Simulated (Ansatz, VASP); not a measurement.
## Al in VASP and in Ansatz

```
Al
1.0
     2.70489    0.00000    0.00000
     0.00000    2.70489    0.00000
     0.00000    0.00000    2.70489
Al
1
Direct
  0.00000 0.00000 0.00000
```

Alike in both runs: functional PBEsol; k mesh 6 × 6 × 6; occupations gaussian, width 0.1 eV; no spin polarisation.

Ansatz relaxed the structure, and its values are those at the end. VASP's run is a single point on that final structure, the one shown.

```csv
,VASP,Ansatz
version,VASP 6.6.1,Ansatz 0.2.0
potentials or method,"VASP PAW PBE potentials, release 64 (Al), cutoff 500 eV","scalar-relativistic, plane waves, PAW"
valence electrons in the cell,3,3
```

```csv
,VASP,Ansatz,Ansatz less VASP
gap on the k mesh at the Fermi level (eV),none,none,-
pressure (GPa),0.2,0.1,-0.08
```

VASP's potentials were made for PBE, not for PBEsol. A gap of «none» marks a metal or a gap that the smearing closes.

The k mesh is coarse, so the values compare programs but aren't converged.
